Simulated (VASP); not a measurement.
# H4CO in VASP: further runs, part 2 of 2

VASP 6.6.1. The steps go on from the part before.

### Step 4. Single point, PBE+D3(BJ)

Input file INCAR:

```
SYSTEM = H4CO
PREC = Accurate
ENCUT = 520
EDIFF = 1E-6
ISMEAR = -1
SIGMA = 0.05
LREAL = Auto
LASPH = .TRUE.
NELM = 80
ALGO = Normal
ISIF = 2
LWAVE = .FALSE.
LCHARG = .TRUE.
GGA = PE
IVDW = 12
LELF = .TRUE.
LVHAR = .TRUE.
NBANDS = 66
```

Input file KPOINTS:

```
regular mesh
0
G
  1 1 1
  0 0 0
```

Input file POSCAR:

```
H4CO
1.0
    7.3803230000      0.0000000000      0.0000000000
    0.0000000000      7.3803230000      0.0000000000
    0.0000000000      0.0000000000      7.3803230000
C O H
6 6 24
Direct
    0.4965771823      0.4700607277      0.6286039242
    0.0513121174      0.5793648869      0.6742252338
    0.7050504429      0.5784841666      0.2107766828
    0.2142995639      0.2145705547      0.2486747531
    0.6991292929     -0.0001761441      0.3186581400
    0.6141736615      1.0714842697      0.8329174753
    0.5416023120      0.5564661601      0.7935289553
    0.1161873268      0.4301166765      0.7922417488
    0.5602464824      0.4555356182      0.2064408292
    0.1821600491      0.4001450885      0.2516556525
    0.8107639733      0.1504947683      0.3815686658
    0.7363498860      0.9122364970      0.8416298311
    0.6001905337      0.4334092153      0.5497862356
    0.4313361353      0.5559648270      0.8760998672
    0.3969338469      0.3560819764      0.6439420063
    0.4192499434      0.5646229847      0.5344481536
    0.1475680671      0.5705712338      0.5429843653
    0.0285624355      0.4565789329      0.8990527921
   -0.1043179275      0.5417513570      0.6185501637
    0.0802674896      0.6981401762      0.7451977373
    0.8321858000      0.5079994466      0.2440679087
    0.5732269441      0.3412858760      0.1297097702
    0.7277594761      0.6285903747      0.0641570836
    0.7102805663      0.6854713540      0.3188342841
    0.1167022094      0.1365793882      0.1445465192
    0.2980763850      0.4529883042      0.2537287325
    0.3484942326      0.1640578603      0.2072131531
    0.1843279759      0.1785152222      0.3885195811
    0.7304287360     -0.0727474936      0.1821329500
    0.7580291540      0.2780366117      0.3634393779
    0.7341413106     -0.1118243741      0.4138165769
    0.5570216913     -0.0085904099      0.2839035636
    0.5742431598      1.1304112300      0.9523024941
    0.6584942150      0.8017128790      0.8700161226
    0.6909589187      1.1598950344      0.7461055566
    0.4821875682      1.0129231471      0.7675680319
```

Potentials or basis: VASP PAW PBE potentials, release 64 (C, O, H).

Run with:

```sh
$ cat potpaw_PBE.64/C/POTCAR potpaw_PBE.64/O/POTCAR potpaw_PBE.64/H/POTCAR > POTCAR
$ mpirun -np 1 vasp_gam > vasp.out
```

OUTCAR:

```text
SYSTEM = H4CO
   PREC = Accurate
   ENCUT = 520
   EDIFF = 1E-6
   ISMEAR = -1
   LREAL = Auto
   LASPH = .TRUE.
   NELM = 80
   ISIF = 2
   GGA = PE
   IVDW = 12
 IVDW          = 12

 ion  position               nearest neighbor table
   1  0.497  0.470  0.629-  13 1.00  15 1.12  16 1.14   7 1.41
   2  0.051  0.579  0.674-  20 1.04  17 1.20  19 1.25   8 1.48
   3  0.705  0.578  0.211-  21 1.10  24 1.12  23 1.16   9 1.40
   4  0.214  0.215  0.249-  28 1.09  27 1.10  25 1.20  10 1.39
   5  0.699  1.000  0.319-  32 1.08  31 1.11  29 1.16  11 1.46
[... 334 lines left out ...]
  Total      -4.20077    -4.33101    -6.13100    -3.25540    -5.28753    -4.31419
  in kB     -16.74225   -17.26130   -24.43517   -12.97443   -21.07351   -17.19426
  external pressure =      -19.48 kB  Pullay stress =        0.00 kB

 VOLUME and BASIS-vectors are now :
 -----------------------------------------------------------------------------
  energy-cutoff  :      520.00
  volume of cell :      402.00
      direct lattice vectors                 reciprocal lattice vectors
     7.380323000  0.000000000  0.000000000     0.135495425  0.000000000  0.000000000
     0.000000000  7.380323000  0.000000000     0.000000000  0.135495425  0.000000000
     0.000000000  0.000000000  7.380323000     0.000000000  0.000000000  0.135495425

 POSITION                                       TOTAL-FORCE (eV/Angst)
 -----------------------------------------------------------------------------------
      3.66490      3.46920      4.63930        -5.267766      1.282941      0.582062
      0.37870      4.27590      4.97600        -0.147804     -3.764560     -3.770659
      5.20350      4.26940      1.55560         2.321803     -0.031823     -1.992870
      1.58160      1.58360      1.83530        -1.934377     -2.473679     -0.926582
      5.15980      7.37902      2.35180         1.890835     -1.975110     -0.980992
      4.53280      0.52758      6.14720        -0.212814     -3.974453     -3.522566
[... 28 lines left out ...]
      5.09950      1.18008      5.50650        -0.193349      0.700163     -0.400854
      3.55870      0.09538      5.66490         1.297282      1.281840      0.340709
 -----------------------------------------------------------------------------------
    total drift:                               -0.006274     -0.027430      0.002259

  FREE ENERGIE OF THE ION-ELECTRON SYSTEM (eV)
  ---------------------------------------------------
  free  energy   TOTEN  =      -179.8971225679 eV

  energy  without entropy=     -179.8971225678  energy(sigma->0) =     -179.89712257
```

stdout:

```text
POSCAR found type information on POSCAR C O H
 POSCAR found :  3 types and      36 ions
 scaLAPACK will be used
 LDA part: xc-table for (Slater+PW92), standard interpolation
 POSCAR, INCAR and KPOINTS ok, starting setup
 FFT: planning ... GRIDC
 FFT: planning ... GRID_SOFT
 FFT: planning ... GRID
 WAVECAR not read
 entering main loop
```

It took 32 s on 1 thread of Intel Xeon 6975P-C (Granite Rapids), shared host; peak memory 0.38 GiB.

What came out:

```
Free energy                : -179.8971 eV
Pressure                   : -1.9 GPa
Largest force              : 5.453 eV/Å
Band gap on the k mesh     : 4.27 eV
Dispersion energy per atom : -0.035 eV
```

Forces on the atoms (eV/Å):
```
C   -5.268  1.283  0.582
C   -0.148 -3.765 -3.771
C    2.322 -0.032 -1.993
C   -1.934 -2.474 -0.927
C    1.891 -1.975 -0.981
C   -0.213 -3.974 -3.523
O   -0.687 -0.016  1.497
O   -2.325  1.483  1.447
O   -1.730 -1.588  0.259
O   -1.395  0.750 -1.078
O   -1.667  1.060 -0.911
O   -1.414 -0.397  1.100
H    3.669 -1.264 -1.515
H    1.132 -0.259 -1.213
H    0.770  0.326  0.198
H    0.397 -0.154  0.661
H   -1.699  0.250  1.890
H    1.875 -1.089 -1.253
H    2.723  1.250  1.294
H   -0.520  2.028  0.582
H    0.393 -0.323 -0.084
H    0.525  1.952  0.799
H   -0.142  0.175  1.636
H   -1.280 -0.710 -0.760
H    1.064  1.249  1.658
H    1.831  1.253 -0.088
H    0.263  0.563  0.140
H    0.032 -1.274  0.116
H    1.231  1.537  0.837
H    0.333 -2.224 -0.068
H   -0.497  0.643  0.153
H   -1.205  1.442  1.202
H   -0.359  1.018  2.820
H    0.926  1.273 -0.648
H   -0.193  0.700 -0.401
H    1.297  1.282  0.341
```

Stress tensor (GPa, compression positive):
```
-1.67 -1.30 -1.72
-1.30 -1.73 -2.11
-1.72 -2.11 -2.44
```

Caveat: the k points lie up to 0.85 Å⁻¹ apart.
